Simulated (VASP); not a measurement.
# Ag (P6_3/mmc) in VASP: further runs

Runs on Ag. Level: PBE. Tasks: single point.

Program: VASP 6.6.1. These are calculated values, not measurements. Logs are shortened: lines on timing, memory, paths and dates and some standing lists are left out, and cuts for length are marked.

## Step 1: The cell of the first run

The structure is hexagonal, space group P6_3/mmc (No. 194). Conventional cell: a = 2.922 Å, b = 2.922 Å, c = 4.702 Å, α = 90.00°, β = 90.00°, γ = 120.00°. Within 3.8 Å of Ag (site symmetry -6m2) lie 12 Ag at 2.89 to 2.92 Å.

## Step 2: Single point, PBE

The input, INCAR:

```
SYSTEM = Ag
PREC = Accurate
ENCUT = 500
EDIFF = 1E-6
ISMEAR = 0
SIGMA = 0.1
LREAL = .FALSE.
LASPH = .TRUE.
NELM = 120
ALGO = Normal
ISIF = 2
LWAVE = .FALSE.
LCHARG = .TRUE.
GGA = PE
LELF = .TRUE.
LVHAR = .TRUE.
NBANDS = 18
ISYM = 0
GGA_COMPAT = .FALSE.
```

The input, KPOINTS:

```
regular mesh
0
G
  2 5 3
  0 0 0
```

The input, POSCAR:

```
Ag
1.0
    2.9222991408      0.0000000000      0.0000000000
   -1.4611495704      2.5307852934      0.0000000000
    0.0000000000      0.0000000000      4.7016618100
Ag
2
Direct
    0.3333333333      0.6666666667      0.2500000000
    0.6666666667      0.3333333333      0.7500000000
```

Potentials or basis: VASP PAW PBE potentials, release 64 (Ag).

Started as:

```sh
$ cat potpaw_PBE.64/Ag/POTCAR > POTCAR
$ mpirun -np 1 vasp_std > vasp.out
```

OUTCAR:

```text
SYSTEM = Ag
   PREC = Accurate
   ENCUT = 500
   EDIFF = 1E-6
   ISMEAR = 0
   LREAL = .FALSE.
   LASPH = .TRUE.
   NELM = 120
   ISIF = 2
   GGA = PE
   ISYM = 0

 ion  position               nearest neighbor table
   1  0.333  0.667  0.250-   2 2.89   2 2.89   2 2.89   2 2.89   2 2.89   2 2.89
   2  0.667  0.333  0.750-   1 2.89   1 2.89   1 2.89   1 2.89   1 2.89   1 2.89

IMPORTANT INFORMATION: All symmetrisations will be switched off!
NOSYMM: (Re-)initialisation of all symmetry stuff for point group C_1.

----------------------------------------------------------------------------------------

                                     Primitive cell

  volume of cell :      34.7721

  direct lattice vectors                    reciprocal lattice vectors
     2.922299141  0.000000000  0.000000000     0.342196316  0.197567135  0.000000000
    -1.461149570  2.530785293  0.000000000     0.000000000  0.395134270  0.000000000
     0.000000000  0.000000000  4.701661810     0.000000000  0.000000000  0.212690755

  length of vectors
     2.922299141  2.922299141  4.701661810     0.395134270  0.395134270  0.212690755

  position of ions in fractional coordinates (direct lattice)
     0.333333333  0.666666667  0.250000000
     0.666666667  0.333333333  0.750000000

  ion indices of the primitive-cell ions
   primitive index   ion index
                 1           1
                 2           2

----------------------------------------------------------------------------------------

 KPOINTS: regular mesh

Automatic generation of k-mesh.
 Grid dimensions read from file:
 generate k-points for:    2    5    3

 Generating k-lattice:

  Cartesian coordinates                     Fractional coordinates (reciprocal lattice)
     0.171098158  0.098783568  0.000000000     0.500000000  0.000000000  0.000000000
     0.000000000  0.079026854  0.000000000     0.000000000  0.200000000  0.000000000
     0.000000000  0.000000000  0.070896918     0.000000000  0.000000000  0.333333333

  Length of vectors
     0.197567135  0.079026854  0.070896918

  Shift w.r.t. Gamma in fractional coordinates (k-lattice)
     0.000000000  0.000000000  0.000000000

 -----------------------------------------------------------------------------
|                                                                             |
|           W    W    AA    RRRRR   N    N  II  N    N   GGGG   !!!           |
|           W    W   A  A   R    R  NN   N  II  NN   N  G    G  !!!           |
|           W    W  A    A  R    R  N N  N  II  N N  N  G       !!!           |
|           W WW W  AAAAAA  RRRRR   N  N N  II  N  N N  G  GGG   !            |
|           WW  WW  A    A  R   R   N   NN  II  N   NN  G    G                |
|           W    W  A    A  R    R  N    N  II  N    N   GGGG   !!!           |
|                                                                             |
|     Your reciprocal lattice and k-lattice belong to different lattice       |
|     classes:                                                                |
|                                                                             |
|        The reciprocal lattice is hexagonal,                                 |
|        whereas your k-lattice is simple monoclinic.                         |
|                                                                             |
|     Results are often still useful ...                                      |
|                                                                             |
 -----------------------------------------------------------------------------

 WARNING: IBZKPT: internal override: KBLOWUP is changed to .FALSE.
      ... skipping the blow-up phase ...

 Subroutine IBZKPT returns following result:
 ===========================================

 Found     16 irreducible k-points:

 Following reciprocal coordinates:
            Coordinates               Weight
  0.000000  0.000000  0.000000      1.000000
  0.500000  0.000000  0.000000      1.000000
  0.000000  0.200000  0.000000      2.000000
  0.500000  0.200000  0.000000      2.000000
  0.000000  0.400000  0.000000      2.000000
  0.500000  0.400000  0.000000      2.000000
[... 8 lines left out ...]
  0.000000 -0.200000  0.333333      2.000000
  0.500000 -0.200000  0.333333      2.000000
   k-points           NKPTS =     16   k-points in BZ     NKDIM =     16   number of bands    NBANDS=     18
   number of dos      NEDOS =    301   number of ions     NIONS =      2
   total plane-waves  NPLWV =  20736
   dimension x,y,z NGX =    24 NGY =   24 NGZ =   36
   dimension x,y,z NGXF=    48 NGYF=   48 NGZF=   72
   ions per type =               2
   NGX,Y,Z   is equivalent  to a cutoff of  13.65, 13.65, 12.73 a.u.
   NGXF,Y,Z  is equivalent  to a cutoff of  27.31, 27.31, 25.46 a.u.
 SYSTEM =  Ag
   PREC   = accura    normal or accurate (medium, high low for compatibility)
   ISTART =      0    job   : 0-new  1-cont  2-samecut
   ICHARG =      2    charge: 1-file 2-atom 10-const
   ISPIN  =      1    spin polarized calculation?
   LNONCOLLINEAR =      F non collinear calculations
   LSORBIT =      F    spin-orbit coupling
   LASPH  =      T    aspherical Exc in radial PAW
   ENCUT  =  500.0 eV  36.75 Ry    6.06 a.u.   5.33  5.33  8.57*2*pi/ulx,y,z
   NELM   =    120;   NELMIN=  2; NELMDL= -5     # of ELM steps
   EDIFF  = 0.1E-05   stopping-criterion for ELM
   LREAL  =      F    real-space projection
   EDIFFG = 0.1E-04   stopping-criterion for IOM
   NSW    =      0    number of steps for IOM
   IBRION =     -1    ionic relax: 0-MD 1-quasi-New 2-CG
   NFREE  =      0    steps in history (QN), initial steepest desc. (CG)
   ISIF   =      2    stress and relaxation
   ISYM   =      0    0-nonsym 1-usesym 2-fastsym
   POTIM  = 0.5000    time-step for ionic-motion
   TEBEG  =    0.0;   TEEND  =   0.0 temperature during run
   PSTRESS=    0.0 pullay stress
   NELECT =      22.0000    total number of electrons
   NUPDOWN=      -1.0000    fix difference up-down
   EMIN   =  10.00;   EMAX   =-10.00  energy-range for DOS
   EFERMI =   0.00;   METHOD = LEGACY
   ISMEAR =     0;   SIGMA  =   0.10  broadening in eV -4-tet -1-fermi 0-gaus
   EFERMI_NEDOS =   21; number of points for ismear=-14 and -15
   IALGO  =     38    algorithm
   IMIX   =      4    mixing-type and parameters
     AMIX     =   0.40;   BMIX     =  1.00
     AMIX_MAG =   1.60;   BMIX_MAG =  1.00
  volume/ion in A,a.u.               =      17.39       117.33
  Fermi-wavevector in a.u.,A,eV,Ry     =   1.405417  2.655853 26.874194  1.975198
  Thomas-Fermi vector in A             =   2.527880
   LORBIT       =      0    0 simple, 1 ext, 2 COOP (PROOUT), +10 PAW based schemes
   GGA     = PE    functional components
   LHFCALC =     F    Hartree Fock is set to
   AEXX    =    0.0000 exact exchange contribution
   IVDW    =     0    specifies the selected vdW correction
   LEPSILON=     F    determine dielectric tensor
   LRPA    =     F    only Hartree local field effects (RPA)
 non-spin polarized calculation
 Gauss-broadening in eV      SIGMA  =   0.10
  energy-cutoff  :      500.00
  volume of cell :       34.77
 maximum number of plane-waves:       905
 NGX is ok and might be reduce to    24
   NGX = 11   NGY = 11   NGZ = 17

 number of electron      22.0000012 magnetization

 Free energy of the ion-electron system (eV)
  ---------------------------------------------------
  ext. energy  EPLUGINS =         0.00000000
  ---------------------------------------------------
  free energy    TOTEN  =        -4.68986442 eV

  energy without entropy =       -4.67483128  energy(sigma->0) =       -4.68234785

 E-fermi :   8.1949     XC(G=0): -12.0853

 val. band max:        8.1687654962   @ k =   0.5000   0.2000   0.3333
 cond. band min:       8.2289558631   @ k =   0.5000   0.0000   0.0000
 fundamental gap:      0.0601903670
 Fermi energy:         8.1948705437

 k-point     1 :       0.0000    0.0000    0.0000
  band No.  band energies     occupation
      1       0.5398      2.00000
      2       1.9258      2.00000
      3       3.5389      2.00000
      4       3.5557      2.00000
      5       3.5611      2.00000
      6       3.8014      2.00000
[... 10 lines left out ...]
     17      25.9780      0.00000
     18      26.0102      0.00000

 k-point     2 :       0.5000    0.0000    0.0000
  band No.  band energies     occupation
      1       2.0062      2.00000
      2       2.3272      2.00000
      3       2.3335      2.00000
      4       3.4356      2.00000
      5       3.8253      2.00000
      6       4.0296      2.00000
[... 10 lines left out ...]
     17      18.5605      0.00000
     18      23.9037      0.00000

 k-point     3 :       0.0000    0.2000    0.0000
  band No.  band energies     occupation
      1       1.5080      2.00000
      2       2.3330      2.00000
      3       3.2027      2.00000
      4       3.4840      2.00000
      5       3.6382      2.00000
      6       3.8119      2.00000
[... 10 lines left out ...]
     17      24.7751      0.00000
     18      26.1626      0.00000

 k-point     4 :       0.5000    0.2000    0.0000
  band No.  band energies     occupation
      1       2.4517      2.00000
      2       2.5476      2.00000
      3       2.7175      2.00000
      4       3.3740      2.00000
      5       3.4891      2.00000
      6       3.8194      2.00000
[... 207 lines left out ...]
      4       2.9991      2.00000
      5       3.6474      2.00000
      6       4.4411      2.00000
[... 10 lines left out ...]
     17      21.0950      0.00000
     18      22.4219      0.00000

 k-point    15 :       0.0000   -0.2000    0.3333
  band No.  band energies     occupation
      1       2.0791      2.00000
      2       2.5895      2.00000
      3       3.0912      2.00000
      4       3.2924      2.00000
      5       3.4415      2.00000
      6       3.7854      2.00000
[... 10 lines left out ...]
     17      23.2862      0.00000
     18      24.7989      0.00000

 k-point    16 :       0.5000   -0.2000    0.3333
  band No.  band energies     occupation
      1       2.3349      2.00000
      2       2.6615      2.00000
      3       2.8219      2.00000
      4       3.3385      2.00000
      5       3.3710      2.00000
      6       4.0165      2.00000
[... 10 lines left out ...]
     17      20.4781      0.00000
     18      23.9149      0.00000

------------------------ aborting loop because EDIFF is reached ----------------------------------------

  FORCE on cell =-STRESS in cart. coord.  units (eV):
  Direction    XX          YY          ZZ          XY          YZ          ZX
  --------------------------------------------------------------------------------------
  -------------------------------------------------------------------------------------
  Total        3.3673689      0.5224313      0.8352740     -0.2560965     -0.0000001      0.0000007
  in kB      155.1564793     24.0717903     38.4864804    -11.8000243     -0.0000056      0.0000322
  external PRESSURE =      72.5715833 kB  Pullay stress =       0.0000000 kB

 VOLUME and BASIS-vectors are now :
 -----------------------------------------------------------------------------
  energy-cutoff  :      500.00
  volume of cell :       34.77
      direct lattice vectors                 reciprocal lattice vectors
     2.922299141  0.000000000  0.000000000     0.342196316  0.197567135  0.000000000
    -1.461149570  2.530785293  0.000000000     0.000000000  0.395134270  0.000000000
     0.000000000  0.000000000  4.701661810     0.000000000  0.000000000  0.212690755

 POSITION                                       TOTAL-FORCE (eV/Angst)
 -----------------------------------------------------------------------------------
     -0.00000      1.68719      1.17542        -0.031420      0.097889      0.000001
      1.46115      0.84360      3.52625         0.031420     -0.097889     -0.000001
 -----------------------------------------------------------------------------------
    total drift:                               -0.000002     -0.000001     -0.000000

  FREE ENERGIE OF THE ION-ELECTRON SYSTEM (eV)
  ---------------------------------------------------
  free  energy   TOTEN  =        -4.6898644203 eV

  energy  without entropy=       -4.6748312770  energy(sigma->0) =       -4.68234785
```

It used 7.3 s of CPU time on 1 thread of AMD EPYC 7R13 Processor (Zen 3), with other jobs on the host.

Results:

| Property | Result |
| --- | --- |
| Free energy | -4.6899 eV |
| Pressure | 7.3 GPa |
| Largest force | 0.103 eV/Å |
| Band gap on the k mesh | zero (band 11 reaches 8.43 eV, above the bottom of band 12 at 5.03 eV) |

Forces on the atoms (eV/Å):
```
Ag  -0.031  0.098  0.000
Ag   0.031 -0.098  0.000
```

Levels at points of the mesh, in eV from the Fermi level:
```csv
k point,band 8,band 9,band 10,band 11,band 12,band 13,band 14,band 15
"(0.00, 0.00, 0.00)",-4.12,-4.09,-3.08,-3.05,-0.26,3.69,15.44,17.70
"(0.50, 0.00, 0.00)",-2.99,-2.85,-2.84,0.03,1.42,6.86,7.14,9.31
```

Caveat: the k points lie up to 1.24 Å⁻¹ apart.

## Step 3: Single point, PBE

The input, INCAR:

```
SYSTEM = Ag
  PREC = Accurate
  ENCUT = 500
  EDIFF = 1E-6
  ISMEAR = 0
  SIGMA = 0.1
  LREAL = .FALSE.
  LASPH = .TRUE.
  NELM = 120
  ALGO = Normal
  ISIF = 2
  LWAVE = .FALSE.
  LCHARG = .TRUE.
  GGA = PE
  LELF = .TRUE.
  LVHAR = .TRUE.
  NBANDS = 18
  GGA_COMPAT = .FALSE.
```

The input, KPOINTS:

```
Automatic mesh
0
G
  6 6 4
  0 0 0
```

POSCAR is that of step 2.

Potentials or basis: VASP PAW PBE potentials, release 64 (Ag).

Started as:

```sh
$ cat potpaw_PBE.64/Ag/POTCAR > POTCAR
$ mpirun -np 1 vasp_std > vasp.out
```

It used 9.5 s of CPU time on 1 thread of AMD EPYC 7R13 Processor (Zen 3), with other jobs on the host.

Results (log left out):

| Property | Result |
| --- | --- |
| Free energy | -5.3830 eV |
| Pressure | 3.4 GPa |
| Band gap on the k mesh | zero (band 11 reaches 12.14 eV, above the bottom of band 12 at 4.78 eV) |

Stress tensor (GPa, compression positive):
```
3.69 0.00 0.00
0.00 3.69 0.00
0.00 0.00 2.80
```

Levels at points of the mesh, in eV from the Fermi level:
| k point | band 9 | band 10 | band 11 | band 12 | band 13 | band 14 |
| --- | --- | --- | --- | --- | --- | --- |
| (0.00, 0.00, 0.00) | -3.96 | -2.93 | -2.93 | -0.08 | 3.85 | 15.64 |
| (0.50, 0.00, 0.00) | -2.72 | -2.69 | 0.23 | 1.60 | 7.06 | 7.30 |
| (0.00, 0.00, 0.50) | -3.23 | -3.23 | -3.23 | -3.23 | 11.49 | 11.49 |
| (0.50, 0.00, 0.50) | -2.74 | -2.74 | 0.93 | 0.93 | 4.61 | 4.61 |

Caveat: the k points lie up to 0.41 Å⁻¹ apart.

## Step 4: Single point, PBE

The input, INCAR:

```
SYSTEM = Ag
PREC = Accurate ; ENCUT = 500
EDIFF = 1E-6 ; ISMEAR = -1
SIGMA = 0.1 ; LREAL = .False.
LASPH = .True. ; NELM = 120
ALGO = Normal ; ISIF = 2
LWAVE = .False. ; LCHARG = .False.
GGA = PE ; NBANDS = 18
NELECT = 22.5 ; GGA_COMPAT = .False.
```

The input, KPOINTS:

```
regular mesh
0
Gamma
  6 6 4
  0 0 0
```

POSCAR is that of step 3.

Started as:

```sh
$ cat potpaw_PBE.64/Ag/POTCAR > POTCAR
$ mpirun -np 1 vasp_std > vasp.out
```

It used 9.2 s of CPU time on 1 thread of AMD EPYC 7R13 Processor (Zen 3), on a shared host.

The run converged. Its results:

| Item | Value |
| --- | --- |
| Free energy | -1.0828 eV |

Levels at points of the mesh, in eV from the Fermi level:
| k point | band 7 | band 8 | band 9 | band 10 | band 11 | band 12 | band 13 | band 14 | band 15 | band 16 |
| --- | --- | --- | --- | --- | --- | --- | --- | --- | --- | --- |
| (0.00, 0.00, 0.00) | -5.17 | -4.90 | -4.90 | -3.85 | -3.85 | -1.18 | 2.85 | 14.51 | 16.79 | 16.82 |
| (0.50, 0.00, 0.00) | -4.60 | -3.75 | -3.64 | -3.60 | -0.81 | 0.59 | 6.01 | 6.24 | 8.48 | 9.45 |
| (0.00, 0.00, 0.50) | -5.28 | -5.28 | -4.16 | -4.16 | -4.16 | -4.16 | 10.43 | 10.43 | 14.88 | 14.88 |
| (0.50, 0.00, 0.50) | -3.91 | -3.91 | -3.66 | -3.66 | -0.15 | -0.15 | 3.60 | 3.60 | 12.46 | 12.46 |

Caveat: the k points lie up to 0.41 Å⁻¹ apart; the cell carries a net charge on a neutralising background, which shifts energy and pressure; the cell is charged against a uniform background, so pressure and absolute levels hang on convention.
